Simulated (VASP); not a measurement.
SiGeTe2S2: single point with PBE

Crystal: SiGeTe2S2.

```
Si Ge Te S
1.0
    -2.45528    2.45528    5.72676
     2.45528   -2.45528    5.72676
     2.45528    2.45528   -5.72676
Si Ge Te S
1 1 2 2
Direct
  0.50000 0.50000 0.00000
  0.00000 0.00000 0.00000
  0.74424 0.74424 0.00000
  0.25576 0.25576 0.00000
  0.50000 0.00000 0.50000
  0.00000 0.50000 0.50000
```

```json
{"Program": "VASP 6.6.1", "Task": "single point", "Functional": "PBE", "Potentials or basis": "VASP PAW PBE potentials, release 64 (Si, Ge_d, Te, S)", "Cutoff": "520 eV", "k mesh": "4 × 4 × 4", "Occupations": "gaussian, width 0.1 eV", "Spin": "no spin polarisation", "Dipole correction": "no", "Further INCAR settings": "ALGO = Normal; EDIFF = 1e-06; NBANDS = 30"}
```

```yaml
Pressure: 0.0 GPa
Largest_force: 0.006 eV/Å
Band_gap_on_the_k_mesh: zero (band 21 reaches 7.17 eV, above the bottom of band 22 at 6.00 eV)
```

Forces on the atoms (eV/Å):
```
Si   0.000  0.000  0.000
Ge   0.000  0.000  0.000
Te   0.000  0.000  0.006
Te   0.000  0.000 -0.006
S    0.000  0.000  0.000
S    0.000  0.000  0.000
```

Stress tensor (GPa, compression positive):
```
-0.09  0.00  0.00
 0.00 -0.09  0.00
 0.00  0.00  0.16
```

Levels at points of the mesh, in eV from the Fermi level:
| k point | band 17 | band 18 | band 19 | band 20 | band 21 | band 22 | band 23 | band 24 | band 25 | band 26 |
| --- | --- | --- | --- | --- | --- | --- | --- | --- | --- | --- |
| (0.00, 0.00, 0.00) | -3.12 | -3.12 | -2.08 | -0.23 | 0.66 | 1.18 | 1.18 | 1.89 | 3.32 | 5.10 |
| (0.50, 0.00, 0.00) | -2.06 | -1.51 | -1.41 | -1.32 | -1.23 | 0.15 | 0.30 | 2.75 | 2.86 | 4.05 |
| (0.50, 0.50, 0.00) | -1.98 | -1.51 | -1.22 | 0.52 | 0.66 | 1.35 | 1.41 | 1.59 | 1.76 | 1.87 |
| (0.50, 0.50, 0.50) | -3.14 | -2.60 | -2.60 | -1.89 | -0.71 | 0.84 | 0.84 | 2.51 | 3.49 | 3.50 |

It took 80 s on 1 thread of Intel(R) Xeon(R) Platinum 8488C (Sapphire Rapids), with other jobs on the host, peak memory 0.37 GiB.

Caveat: the k points lie up to 0.45 Å⁻¹ apart; spin-orbit coupling is left out, which moves the levels of the heavy elements.
